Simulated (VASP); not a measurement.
Here is a VASP 6.6.1 calculation.

The input POSCAR:

```
Au
1.0
    0.0000000000      2.0500494195      2.0500494195
    2.0500494195      0.0000000000      2.0500494195
    2.0500494195      2.0500494195      0.0000000000
Au
1
Direct
    0.0000000000      0.0000000000      0.0000000000
```

File INCAR.step1:

```
SYSTEM = Au
ALGO     = Normal         ! electronic algorithm
EDIFF    = 1E-5           ! SCF threshold, eV
ENCUT    = 550            ! plane-wave cutoff, eV
GGA      = PE             ! functional
GGA_COMPAT= .False.      
ISMEAR   = 0              ! smearing method
LASPH    = .True.         ! aspherical terms in the spheres
LCHARG   = .False.        ! write CHGCAR
LREAL    = .False.        ! projectors in reciprocal space
LWAVE    = .True.         ! write WAVECAR
NBANDS   = 12             ! bands
NELM     = 120            ! most SCF steps
PREC     = Accurate       ! precision mode
SIGMA    = 0.1            ! smearing width, eV
```

INCAR.step2

```
SYSTEM = Au
ALGO     = Normal         ! electronic algorithm
BPARAM   = 11.95        
CPARAM   = 0.0093       
EDIFF    = 1E-6           ! SCF threshold, eV
ENCUT    = 550            ! plane-wave cutoff, eV
GGA_COMPAT= .False.      
ISIF     = 2              ! what is computed and relaxed
ISMEAR   = 0              ! smearing method
ISTART   = 1            
IVDW_NL  = 2            
LASPH    = .True.         ! aspherical terms in the spheres
LCHARG   = .False.        ! write CHGCAR
LMIXTAU  = .True.       
LREAL    = .False.        ! projectors in reciprocal space
LUSE_VDW = .True.       
LWAVE    = .False.        ! write WAVECAR
METAGGA  = R2SCAN         ! meta-GGA
NBANDS   = 12             ! bands
NELM     = 120            ! most SCF steps
PREC     = Accurate       ! precision mode
SIGMA    = 0.1            ! smearing width, eV
```

The input KPOINTS:

```
k-points
0
Gamma
  18 18 18
  0 0 0
```

Potentials or basis: VASP PAW PBE potentials, release 64 (Au).

The run is started by

```console
$ cat potpaw_PBE.64/Au/POTCAR > POTCAR
$ cp INCAR.step1 INCAR
$ mpirun -np 1 vasp_std > vasp.out
$ cp INCAR.step2 INCAR
$ mpirun -np 1 vasp_std > vasp.out
```

Q: Predict the band gap on the k mesh.

A: Zero (an odd number of electrons rules out a gap without spin polarisation).

Q: What does it give for the pressure?

A: 1.3 GPa.

Caveat: the PAW data sets were made with another functional, which shifts forces and pressure a little; spin-orbit coupling is left out, which moves the levels of the heavy elements.
